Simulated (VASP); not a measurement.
# AlN (I-4m2) in VASP: notebook, part 2 of 2

VASP 6.6.1. Earlier steps stand in the parts before.

**5. Single point, r2SCAN (epitaxial xy strain +2.0%)**

Input file POSCAR:

```
AlN
1.0
    0.0000000000      2.2285739407      2.1366451309
    2.2285739407      0.0000000000      2.1366451309
    2.2285739407      2.2285739407      0.0000000000
Al N
1 1
Direct
    0.0000000000      0.0000000000      0.0000000000
    0.2500000000      0.2500000000      0.2500000000
```

Input file INCAR.step1:

```
SYSTEM = AlN
PREC = Accurate ; ENCUT = 520
ISMEAR = 0 ; SIGMA = 0.01
LREAL = .FALSE. ; LASPH = .TRUE.
NELM = 60 ; NBANDS = 11
GGA = PE ; ALGO = Normal
EDIFF = 1E-4 ; LWAVE = .TRUE.
LCHARG = .FALSE.
```

Input file INCAR.step2:

```
SYSTEM = AlN
PREC = Accurate ; ENCUT = 520
EDIFF = 1E-6 ; ISMEAR = 0
SIGMA = 0.01 ; LREAL = .FALSE.
LASPH = .TRUE. ; NELM = 60
ALGO = Normal ; ISIF = 2
LWAVE = .FALSE. ; LCHARG = .FALSE.
METAGGA = R2SCAN ; LMIXTAU = .TRUE.
NBANDS = 11 ; ISTART = 1
```

Input file KPOINTS:

```
Automatic mesh
0
G
  10 10 10
  0 0 0
```

Potentials or basis: VASP PAW PBE potentials, release 64 (Al, N).

On the command line:

```bash
> cat potpaw_PBE.64/Al/POTCAR potpaw_PBE.64/N/POTCAR > POTCAR
> cp INCAR.step1 INCAR
> mpirun -np 1 vasp_std > vasp.out
> cp INCAR.step2 INCAR
> mpirun -np 1 vasp_std > vasp.out
```

OUTCAR:

```text
SYSTEM = AlN
   PREC = Accurate
   ENCUT = 520
   EDIFF = 1E-6
   ISMEAR = 0
   LREAL = .FALSE.
   LASPH = .TRUE.
   NELM = 60
   ISIF = 2
   METAGGA = R2SCAN
   ISTART = 1

 ion  position               nearest neighbor table
   1  0.000  0.000  0.000-   2 1.90   2 1.90   2 1.90   2 1.90
   2  0.250  0.250  0.250-   1 1.90   1 1.90   1 1.90   1 1.90

  LATTYP: Found a body centered tetragonal cell.
 ALAT       =     3.1516794917
 C/A-ratio  =     1.3558771674

  Lattice vectors:

 A1 = (   0.0000000000,  -2.2285739407,  -2.1366451309)
 A2 = (   0.0000000000,   2.2285739407,  -2.1366451309)
 A3 = (   2.2285739407,   0.0000000000,   2.1366451309)

Analysis of symmetry for initial positions (statically):
=====================================================================
 Subroutine PRICEL returns:
 Original cell was already a primitive cell.

 Routine SETGRP: Setting up the symmetry group for a
 body centered tetragonal supercell.

 Subroutine GETGRP returns: Found  8 space group operations
 (whereof  8 operations were pure point group operations)
 out of a pool of 16 trial point group operations.

The static configuration has the point symmetry D_2d.

[... 173 lines left out ...]
      5      10.2407      0.00000
      6      18.8213      0.00000
      7      18.8854      0.00000
      8      18.8854      0.00000
      9      23.2202      0.00000
     10      24.4487      0.00000
     11      25.0671      0.00000
[... 309 lines left out ...]
 k-point    24 :       0.4000    0.3000    0.0000
  band No.  band energies     occupation
      1      -8.0826      2.00000
      2       1.4960      2.00000
      3       3.7144      2.00000
      4       3.9146      2.00000
      5      11.0660      0.00000
      6      15.4137      0.00000
      7      19.0283      0.00000
      8      20.7344      0.00000
      9      21.4094      0.00000
     10      27.4193      0.00000
     11      30.0360      0.00000

 [... further k-points ...]

------------------------ aborting loop because EDIFF is reached ----------------------------------------

  FORCE on cell =-STRESS in cart. coord.  units (eV):
  Direction    XX          YY          ZZ          XY          YZ          ZX
  --------------------------------------------------------------------------------------
  -------------------------------------------------------------------------------------
  Total       -0.7795476     -0.7795476     -0.0513658      0.0000000      0.0000000      0.0000000
  in kB      -58.8486820    -58.8486820     -3.8776422      0.0000000      0.0000000      0.0000000
  external PRESSURE =     -40.5250020 kB  Pullay stress =       0.0000000 kB

 VOLUME and BASIS-vectors are now :
 -----------------------------------------------------------------------------
  energy-cutoff  :      520.00
  volume of cell :       21.22
      direct lattice vectors                 reciprocal lattice vectors
     0.000000000  2.228573941  2.136645131    -0.224358721  0.224358721  0.234011719
     2.228573941  0.000000000  2.136645131     0.224358721 -0.224358721  0.234011719
     2.228573941  2.228573941  0.000000000     0.224358721  0.224358721 -0.234011719

 POSITION                                       TOTAL-FORCE (eV/Angst)
 -----------------------------------------------------------------------------------
      0.00000      0.00000      0.00000        -0.000000     -0.000000     -0.000000
      1.11429      1.11429      1.06832         0.000000      0.000000      0.000000
 -----------------------------------------------------------------------------------
    total drift:                               -0.000001     -0.000001      0.000002

  FREE ENERGIE OF THE ION-ELECTRON SYSTEM (eV)
  ---------------------------------------------------
  free  energy   TOTEN  =       -19.1645149580 eV

  energy  without entropy=      -19.1645149580  energy(sigma->0) =      -19.16451496
```

OSZICAR.step1:

```text
N       E                     dE             d eps       ncg     rms          rms(c)
DAV:   1     0.113467326482E+02    0.11347E+02   -0.38362E+03  2300   0.603E+02
DAV:   2    -0.162805006254E+02   -0.27627E+02   -0.26674E+02  2644   0.138E+02
DAV:   3    -0.171760093104E+02   -0.89551E+00   -0.89424E+00  2762   0.239E+01
DAV:   4    -0.171808937645E+02   -0.48845E-02   -0.48841E-02  2571   0.191E+00
DAV:   5    -0.171809533701E+02   -0.59606E-04   -0.59605E-04  2754   0.206E-01    0.853E+00
DAV:   6    -0.148464102734E+02    0.23345E+01   -0.11887E+01  2629   0.172E+01    0.281E+00
DAV:   7    -0.148442017171E+02    0.22086E-02   -0.16262E-01  2508   0.320E+00    0.204E+00
DAV:   8    -0.148390877321E+02    0.51140E-02   -0.29165E-02  2475   0.161E+00    0.591E-01
DAV:   9    -0.148375848475E+02    0.15029E-02   -0.42709E-03  2709   0.388E-01    0.234E-01
DAV:  10    -0.148376299228E+02   -0.45075E-04   -0.44512E-04  2430   0.136E-01
   1 F= -.14837630E+02 E0= -.14837630E+02  d E =-.182132E-96
```

Wall time 25 s (1 thread of Intel Xeon 6975P-C (Granite Rapids), shared host); peak memory 0.15 GiB.

What came out:

```
Free energy            : -19.1645 eV
Pressure               : -4.1 GPa
Band gap on the k mesh : 3.70 eV (least direct gap 4.60 eV)
```

Stress tensor (GPa, compression positive):
```
-5.88  0.00  0.00
 0.00 -5.88  0.00
 0.00  0.00 -0.39
```

Levels at points of the mesh, in eV from the valence-band top:
| k point | band 1 | band 2 | band 3 | band 4 | band 5 | band 6 | band 7 | band 8 | band 9 |
| --- | --- | --- | --- | --- | --- | --- | --- | --- | --- |
| (0.00, 0.00, 0.00) | -15.75 | -0.16 | -0.16 | 0.00 | 4.60 | 13.18 | 13.25 | 13.25 | 17.58 |
| (0.50, 0.00, 0.00) | -13.79 | -5.93 | -0.77 | -0.43 | 7.85 | 10.59 | 11.33 | 12.19 | 18.86 |
| (0.50, 0.50, 0.00) | -13.06 | -4.74 | -2.13 | -2.13 | 3.70 | 8.80 | 15.33 | 16.37 | 16.37 |
| (0.50, 0.00, 0.50) | -13.23 | -5.14 | -1.78 | -1.78 | 3.88 | 9.47 | 14.55 | 16.08 | 17.35 |

Caveat: the cell differs from its parent crystal (epitaxial xy strain +2.0%); the cell stands under tension; the PAW data sets were made with another functional, which shifts forces and pressure a little. A k mesh can miss the band edges.

**6. The runs side by side**

```csv
level,cell,smearing,gap on the mesh (eV),pressure (GPa)
PBE,"a = 3.087, b = 3.087, c = 3.152 Å, angles 59.3, 59.3, 61.4°, 2 atoms",fermi-dirac 0.02 eV,3.09,0.7
PBE,"a = 3.085, b = 3.085, c = 3.183 Å, angles 59.0, 59.0, 62.1°, 2 atoms",fermi-dirac 0.02 eV,2.99,-0.9
PBE,"a = 3.083, b = 3.083, c = 3.213 Å, angles 58.6, 58.6, 62.8°, 2 atoms",fermi-dirac 0.02 eV,2.91,-2.4
r2SCAN,"a = 3.087, b = 3.087, c = 3.152 Å, angles 59.3, 59.3, 61.4°, 2 atoms",gaussian 0.01 eV,3.70,-4.1
```

Alike in all rows: task single point; potentials or basis VASP PAW PBE potentials, release 64 (Al, N); no spin polarisation; k mesh 10 × 10 × 10; cutoff (eV) 520.

Caveats: the cell stands under tension (at least some runs); the PAW data sets were made with another functional, which shifts forces and pressure a little (at least some runs).

Total energies depend on the potentials used, so only differences within one code and one set of settings carry meaning.
